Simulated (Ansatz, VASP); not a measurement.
ZnO: VASP beside Ansatz

POSCAR

```
ZnO
1.0
    2.9467891815      0.0000000000      0.0000000000
   -1.4733945908      2.5519942907      0.0000000000
    0.0000000000      0.0000000000      5.0738565502
Zn O
2 2
Direct
    0.0000000000      0.0000000000      0.0000000000
    0.0000000000      0.0000000000      0.5000000000
    0.3333333333      0.6666666667      0.2500000000
    0.6666666667      0.3333333333      0.7500000000
```

Contents of INCAR.step1:

```
PREC = Accurate ; ENCUT = 520
ISMEAR = 0 ; SIGMA = 0.01
LREAL = False ; LASPH = True
NELM = 60 ; NBANDS = 26
GGA = PE ; ALGO = Normal
EDIFF = 1E-4 ; LWAVE = True
LCHARG = False
```

Contents of INCAR.step2:

```
PREC = Accurate ; ENCUT = 520
EDIFF = 1E-6 ; ISMEAR = 0
SIGMA = 0.01 ; LREAL = False
LASPH = True ; NELM = 60
ALGO = Normal ; ISIF = 2
LWAVE = False ; LCHARG = True
METAGGA = R2SCAN ; LMIXTAU = True
LELF = True ; LVHAR = True
NBANDS = 26 ; ISTART = 1
```

KPOINTS

```
Automatic mesh
0
Gamma
  9 9 4
```

Input for Ansatz:

```yaml
crystal:
  lattice:
    - [2.9467891815, 0.0, 0.0]
    - [-1.4733945908, 2.5519942907, 0.0]
    - [0.0, 0.0, 5.0738565502]
  atoms:
    - { symbol: Zn, position: [0.0, 0.0, 0.0] }
    - { symbol: Zn, position: [0.0, 0.0, 0.5] }
    - { symbol: O, position: [0.3333333333, 0.6666666667, 0.25] }
    - { symbol: O, position: [0.6666666667, 0.3333333333, 0.75] }
kpoints:
  mp_grid: { grid: [9, 9, 4] }
hamiltonian:
  xc: r2scan
scf:
  occupations: { method: fixed }
  n_extra_bands: 5
output:
  forces: true
  stress: true
  eigenvalues: true
```

Alike in both runs: task single point; functional r2SCAN; k mesh 9 × 9 × 4; no spin polarisation.

```csv
,VASP,Ansatz
version,VASP 6.6.1,Ansatz 0.2.0
potentials or method,"VASP PAW PBE potentials, release 64 (Zn, O)","plane waves, PAW"
plane-wave cutoff (eV),520,500
occupations,"gaussian, width 0.01 eV",fixed
valence electrons in the cell,36,36
```

```csv
,VASP,Ansatz,Ansatz less VASP
gap on the k mesh at the Fermi level (eV),1.50,1.52,+0.017
pressure (GPa),7.6,6.1,-1.50
"traceless stress, the component that is largest in VASP (GPa)",0.95,0.57,-0.383
```

VASP's potentials were made for PBE, not for r2SCAN.
